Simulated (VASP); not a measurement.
The system is KCl (Sylvite).

```
CELL_PARAMETERS angstrom
0.00000 3.14647 3.14647
3.14647 0.00000 3.14647
3.14647 3.14647 0.00000
ATOMIC_POSITIONS crystal
K 0.00000 0.00000 0.00000
Cl 0.50000 0.50000 0.50000
```

| Quantity | Value |
| --- | --- |
| Program | VASP 6.6.1 |
| Task | relaxation of cell and atoms |
| Functional | PBE |
| Potentials or basis | VASP PAW PBE potentials, release 64 (K_sv, Cl) |
| Cutoff | 600 eV |
| k mesh | 6 × 6 × 6 |
| Occupations | fermi-dirac, width 0.02 eV |
| Spin | no spin polarisation |

At the start: pressure 0.8 GPa; volume 31.15 Å³/atom.

**Question.** How do energy, volume and symmetry change on relaxing?

**Answer.** Over 4 steps the energy falls by 3.5 meV/atom and the volume is 32.58 Å³/atom (+4.6 %); space group Fm-3m (No. 225, to 0.05 Å).

The path:
```
step  energy change (eV)  largest force (eV/Å)  pressure (GPa)  volume (Å³)
   1              0.0000                0.0000            0.82        62.30
   2             -0.0053                0.0000            0.38        63.75
   3             -0.0069                0.0000           -0.03        65.28
   4             -0.0070                0.0000            0.00        65.16
```

Final structure:
```cif
data_structure
_symmetry_space_group_name_H-M 'P 1'
_symmetry_Int_Tables_number 1
_cell_length_a 4.5167
_cell_length_b 4.5167
_cell_length_c 4.5167
_cell_angle_alpha 60.000
_cell_angle_beta 60.000
_cell_angle_gamma 60.000
_cell_volume 65.16
loop_
_atom_site_label
_atom_site_type_symbol
_atom_site_fract_x
_atom_site_fract_y
_atom_site_fract_z
_atom_site_occupancy
K1 K 0.00000 0.00000 0.00000 1
Cl1 Cl 0.50000 0.50000 0.50000 1
```
